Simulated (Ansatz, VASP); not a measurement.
# Two plane-wave programs on Ti

```
Ti
1.0
    -1.63895    1.64100    1.63895
     1.64305   -1.64100    1.64305
     1.63895    1.64100   -1.63895
Ti
1
Cartesian
  0.0000 0.0000 0.0000
```

Change from the starting cell: strain +0.0025 x Voigt [0, 0, 0, 0, 1, 0], atoms carried along.

Alike in both runs: task single point; functional PBEsol; k mesh 20 × 20 × 20; occupations gaussian, width 0.15 eV; no spin polarisation.

|  | VASP | Ansatz |
| --- | --- | --- |
| version | VASP 6.6.1 | Ansatz 0.2.0 |
| potentials or method | VASP PAW PBE potentials, release 64 (Ti_sv), cutoff 520 eV | scalar-relativistic, plane waves, PAW |
| valence electrons in the cell | 12 | 12 |

|  | VASP | Ansatz | Ansatz less VASP |
| --- | --- | --- | --- |
| gap on the k mesh at the Fermi level (eV) | none | none | - |
| pressure (GPa) | -6.8 | -6.7 | +0.18 |
| traceless stress, the component that is largest in VASP (GPa) | -0.09 | -0.09 | 0.000 |

VASP's potentials were made for PBE, not for PBEsol. A gap of «none» marks a metal or a gap that the smearing closes.
